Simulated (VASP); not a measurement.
Input of a VASP 6.6.1 run:

INCAR

```
PREC = Accurate
ENCUT = 520
EDIFF = 1E-7
ISMEAR = 0
SIGMA = 0.1
LREAL = F
LASPH = T
NELM = 80
ALGO = Normal
ISIF = 2
LWAVE = F
LCHARG = F
GGA = PE
NBANDS = 36
```

Contents of KPOINTS:

```
Automatic mesh
0
Gamma
  4 4 4
```

POSCAR

```
AlPtC4N4
1.0
    5.8306603700      0.0000000000      0.0000000000
    0.0000000000      5.8306603700      0.0000000000
    0.0000000000      0.0000000000      5.8306603700
Al Pt C N
1 1 4 4
Direct
    0.5000000000      0.5000000000      0.5000000000
    0.0000000000      0.0000000000      0.0000000000
    0.1898207700      0.1898207700      0.1898207700
    0.1898207700      0.8101792300      0.8101792300
    0.8101792300      0.1898207700      0.8101792300
    0.8101792300      0.8101792300      0.1898207700
    0.3056738300      0.3056738300      0.3056738300
    0.3056738300      0.6943261700      0.6943261700
    0.6943261700      0.3056738300      0.6943261700
    0.6943261700      0.6943261700      0.3056738300
```

Potentials or basis: VASP PAW PBE potentials, release 64 (Al, Pt, C, N).

Run with:

```bash
$ cat potpaw_PBE.64/Al/POTCAR potpaw_PBE.64/Pt/POTCAR potpaw_PBE.64/C/POTCAR potpaw_PBE.64/N/POTCAR > POTCAR
$ mpirun -np 1 vasp_std > vasp.out
```

Q: What does it give for the pressure?

A: 0.9 GPa.

Q: Predict the band gap on the k mesh.

A: Zero (an odd number of electrons rules out a gap without spin polarisation).

Q: What does it give for the largest force?

A: 3.538 eV/Å.

Forces in eV/Å, atoms in the order of the input:
```
Al   0.000  0.000  0.000
Pt   0.000  0.000  0.000
C   -0.117 -0.117 -0.117
C   -0.117  0.117  0.117
C    0.117 -0.117  0.117
C    0.117  0.117 -0.117
N    2.043  2.043  2.043
N    2.043 -2.043 -2.043
N   -2.043  2.043 -2.043
N   -2.043 -2.043  2.043
```

Caveat: spin-orbit coupling is left out, which moves the levels of the heavy elements; forces of over 1 eV/Å act on the atoms, so gaps and moduli don't describe the material at rest.
